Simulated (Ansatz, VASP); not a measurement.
**MgI2 in VASP and in Ansatz**

```
CELL_PARAMETERS angstrom
4.03250 0.00000 0.00000
-2.01625 3.49224 0.00000
0.00000 0.00000 6.99404
ATOMIC_POSITIONS crystal
Mg 0.00000 0.00000 0.00000
I 0.33333 0.66667 0.24446
I 0.66667 0.33333 0.75554
```

Change from the starting cell: epitaxial_xy strain -3.0%.

Alike in both runs: task single point; functional r2SCAN; k mesh 12 × 12 × 4; no spin polarisation.

|  | VASP | Ansatz |
| --- | --- | --- |
| version | VASP 6.6.1 | Ansatz 0.2.0 |
| potentials or method | VASP PAW PBE potentials, release 64 (Mg, I) | plane waves, PAW |
| plane-wave cutoff (eV) | 520 | 500 |
| occupations | gaussian, width 0.01 eV | fixed |
| valence electrons in the cell | 16 | 44 |

VASP gave:

| Property | Result |
| --- | --- |
| gap on the k mesh at the Fermi level (eV) | 4.07 |
| pressure (GPa) | 2.0 |
| traceless stress, the component that is largest in VASP (GPa) | -1.37 |
| rms of the force components (eV/Å) | 0.020 |

What did Ansatz give for the same quantities?

gap on the k mesh at the Fermi level (eV): 4.10; pressure (GPa): 2.1; traceless stress, the component that is largest in VASP (GPa): -1.38; rms of the force components (eV/Å): 0.011.

VASP's potentials were made for PBE, not for r2SCAN. Atom by atom the forces differ by 0.009 eV/Å (rms over components). VASP's potentials hold 16 valence electrons a cell and Ansatz's 44, so a difference there can come from the potentials and not from the codes.

Neither program's run includes spin-orbit coupling.
